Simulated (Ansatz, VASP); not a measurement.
# Two plane-wave programs on Bi2Se3

```
Bi Se
1.0
     2.06549    1.19251    9.53415
    -2.06549    1.19251    9.53415
     0.00000   -2.38503    9.53415
Bi Se
2 3
Direct
  0.40021 0.40021 0.40021
  0.59979 0.59979 0.59979
  0.00000 0.00000 0.00000
  0.21169 0.21169 0.21169
  0.78831 0.78831 0.78831
```

Alike in both runs: functional PBEsol; k mesh 12 × 12 × 12; occupations gaussian, width 0.01 eV; no spin polarisation.

Ansatz relaxed the structure, and its values are those at the end. VASP's run is a single point on that final structure, the one shown.

|  | VASP | Ansatz |
| --- | --- | --- |
| version | VASP 6.6.1 | Ansatz 0.2.0 |
| potentials or method | VASP PAW PBE potentials, release 64 (Bi_d, Se), cutoff 520 eV | scalar-relativistic, plane waves, PAW |
| valence electrons in the cell | 48 | 78 |

|  | VASP | Ansatz | Ansatz less VASP |
| --- | --- | --- | --- |
| gap on the k mesh at the Fermi level (eV) | 0.12 | 0.12 | +0.002 |
| least direct gap on the mesh (eV) | 0.12 | 0.12 | +0.002 |
| pressure (GPa) | 0.1 | 0.0 | -0.05 |
| rms of the force components (eV/Å) | 0.008 | 0.002 | -0.0060 |

VASP's potentials were made for PBE, not for PBEsol. The functional is the same, so the differences come from potentials, cutoffs and numerics. VASP's potentials hold 48 valence electrons a cell and Ansatz's 78, so a difference there can come from the potentials and not from the codes.

Neither program's run includes spin-orbit coupling.
